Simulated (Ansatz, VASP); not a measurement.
**CoO: VASP beside Ansatz**

File INCAR:

```
PREC = Accurate
ENCUT = 600
EDIFF = 1E-6
ISMEAR = -1
SIGMA = 0.05
LREAL = False
LASPH = True
NELM = 200
ALGO = Normal
ISIF = 2
LWAVE = False
LCHARG = False
ISPIN = 2
MAGMOM = 3 0
LORBIT = 11
NUPDOWN = 3.0
LMAXMIX = 4
GGA = PE
NBANDS = 22
GGA_COMPAT = False
```

Contents of KPOINTS:

```
regular mesh
0
Gamma
  10 10 10
```

Contents of POSCAR:

```
CoO
1.0
   -1.5080004400      1.5080004400      2.1072503600
    1.5080004400     -1.5080004400      2.1072503600
    1.5080004400      1.5080004400     -2.1072503600
Co O
1 1
Direct
    0.0000000000      0.0000000000      0.0000000000
    0.5000000000      0.5000000000      0.0000000000
```

input.yaml

```yaml
crystal:
  lattice:
    - [-1.50800044, 1.50800044, 2.10725036]
    - [1.50800044, -1.50800044, 2.10725036]
    - [1.50800044, 1.50800044, -2.10725036]
  atoms:
    - { symbol: Co, position: [0.0, 0.0, 0.0], spin: 3.0 }
    - { symbol: O, position: [0.5, 0.5, 0.0] }
hamiltonian:
  xc: pbe
  pseudopotentials: { kind: paw }
magnetization:
  spin_polarized: true
  initial_magnetization: 3.0
  spin_locking: { lock_magnetization: hard }
kpoints:
  mp_grid: { grid: [10, 10, 10] }
scf:
  occupations: { method: fermi_dirac, width: 0.05 }
  lower_state_search: "off"
output:
  forces: true
  stress: true
  eigenvalues: true
```

Alike in both runs: task single point; functional PBE; k mesh 10 × 10 × 10; occupations fermi-dirac, width 0.05 eV; collinear spin; fixed moment 3 μB.

|  | VASP | Ansatz |
| --- | --- | --- |
| version | VASP 6.6.1 | Ansatz 0.2.0 |
| potentials or method | VASP PAW PBE potentials, release 64 (Co_sv, O) | Ansatz PAW |
| plane-wave cutoff (eV) | 600 | 420 |
| valence electrons in the cell | 23 | 23 |

```tsv
	VASP	Ansatz	Ansatz less VASP
pressure (GPa)	-1.6	0.8	+2.41
traceless stress, the component that is largest in VASP (GPa)	0.38	0.38	+0.003
net moment per atom (μB)	1.50	1.50	0.000
size of the moment on the site where the two differ most (μB)	2.57	2.53	-0.040
```

Site moments also hang on the region over which each program counts them.
